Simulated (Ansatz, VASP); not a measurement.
One calculation of GaSb, two programs

```xyz
2
Lattice="0.0000 2.9742 3.0661 2.9742 0.0000 3.0661 2.9742 2.9742 0.0000" Properties=species:S:1:pos:R:3 pbc="T T T"
Ga    0.0000    0.0000    0.0000
Sb    4.4612    4.4612    4.5992
```

Change from the starting cell: strain -0.0300 x Voigt [1, 1, 0, 0, 0, 0], atoms carried along.

Alike in both runs: task single point; functional r2SCAN; k mesh 10 × 10 × 10; occupations gaussian, width 0.05 eV; no spin polarisation.

|  | VASP | Ansatz |
| --- | --- | --- |
| version | VASP 6.6.1 | Ansatz 0.2.0 |
| potentials or method | VASP PAW PBE potentials, release 64 (Ga_d, Sb), cutoff 520 eV | scalar-relativistic, plane waves, PAW |
| valence electrons in the cell | 18 | 28 |

Ansatz gave:

```
gap on the k mesh at the Fermi level (eV)                     : 0.74
least direct gap on the mesh (eV)                             : 0.81
pressure (GPa)                                                : 3.7
traceless stress, the component that is largest in VASP (GPa) : -1.09
```

Task: What did VASP give for the same quantities?

Result: gap on the k mesh at the Fermi level (eV): 0.73; least direct gap on the mesh (eV): 0.79; pressure (GPa): 3.9; traceless stress, the component that is largest in VASP (GPa): -1.09.

VASP's potentials were made for PBE, not for r2SCAN. VASP's potentials hold 18 valence electrons a cell and Ansatz's 28, so a difference there can come from the potentials and not from the codes.

Neither program's run includes spin-orbit coupling.
